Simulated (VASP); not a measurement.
Crystal: BAs (lda).

```xyz
2
Lattice="0.0000 2.3885 2.3885 2.3885 0.0000 2.3885 2.3885 2.3885 0.0000" Properties=species:S:1:pos:R:3 pbc="T T T"
B     0.0000    0.0000    0.0000
As    1.1943    1.1943    1.1943
```

| Property | Result |
| --- | --- |
| Program | VASP 6.6.1 |
| Task | relaxation of cell and atoms |
| Functional | LDA |
| Potentials or basis | VASP PAW LDA potentials, release 64 (B, As) |
| Cutoff | 500 eV |
| k mesh | 10 × 10 × 10 |
| Occupations | gaussian, width 0.02 eV |
| Spin | no spin polarisation |

At the start: pressure -3.1 GPa; volume 13.63 Å³/atom.

Question: Where does the relaxation end?

Answer: Over 3 steps the energy falls by 2.9 meV/atom and the volume is 13.33 Å³/atom (-2.2 %); space group F-43m (No. 216, to 0.05 Å).

The path:
```tsv
step	energy change (eV)	largest force (eV/Å)	pressure (GPa)	volume (Å³)
1	0.0000	0.0000	-3.08	27.25
2	-0.0025	0.0000	2.49	26.23
3	-0.0058	0.0000	-0.01	26.66
```

Final structure:
```
B As
1.0
     0.00000    2.37120    2.37120
     2.37120    0.00000    2.37120
     2.37120    2.37120    0.00000
B As
1 1
Direct
  0.00000 0.00000 0.00000
  0.25000 0.25000 0.25000
```
